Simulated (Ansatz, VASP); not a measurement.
As: VASP beside Ansatz

```
As
1.0
     2.39306    0.00000    0.00000
    -1.19653    2.07245    0.00000
     0.00000    0.00000    2.22437
As
1
Direct
  0.00000 0.00000 0.00000
```

Change from the starting cell: volume scaled by 0.55, PAW files.

Alike in both runs: task single point; functional PBE; k mesh 15 × 15 × 14; occupations fermi-dirac, width 0.05 eV; no spin polarisation.

```csv
,VASP,Ansatz
version,VASP 6.6.1,Ansatz 0.2.0
potentials or method,"VASP PAW PBE potentials, release 64 (As)","PAW with Ansatz's default frozen-core files, scalar-relativistic"
plane-wave cutoff (eV),520,420
valence electrons in the cell,5,15
```

```csv
,VASP,Ansatz,Ansatz less VASP
pressure (GPa),172.6,167.3,-5.39
"traceless stress, the component that is largest in VASP (GPa)",0.30,0.28,-0.028
```

Both programs put the cell under a high pressure, so it lies far from rest at this level. With one functional, cell and mesh, what is left measures potentials, basis and numerics. VASP's potentials hold 5 valence electrons a cell and Ansatz's 15, so a difference there can come from the potentials and not from the codes.

Noted on VASP's run: the cell as given lies far from equilibrium.
